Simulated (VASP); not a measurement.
Crystal: SiO2.

```
Si O
1.0
    -2.37405    2.37405    3.74400
     2.37405   -2.37405    3.74400
     2.37405    2.37405   -3.74400
Si O
2 4
Cartesian
  0.0000 0.0000 0.0000
  0.0000 2.3740 1.8720
  1.1870 2.9599 2.8080
  0.5858 1.1870 0.9360
  -1.1870 1.7882 2.8080
  -0.5858 3.5611 0.9360
```

Base run:

* Program: VASP 6.6.1
* Functional: r2SCAN
* Potentials or basis: VASP PAW PBE potentials, release 64 (Si, O)
* Cutoff: 520 eV
* k mesh: 4 × 4 × 4, shifted
* Occupations: gaussian, width 0.02 eV
* Spin: no spin polarisation

Its results: band gap on the k mesh 7.04 eV; pressure -1.1 GPa; largest force 0.187 eV/Å.

Q: The run is repeated on the same cell with these changes: k mesh from 4 × 4 × 4, shifted to 8 × 8 × 8, through Γ. What comes out?

A: Band gap on the k mesh 6.69 eV; pressure -1.1 GPa; largest force 0.187 eV/Å.

Caveats: the PAW data sets were made with another functional, which shifts forces and pressure a little; a shifted mesh leaves out Γ, where band edges can lie (at least some runs).

A k mesh can miss the band edges.
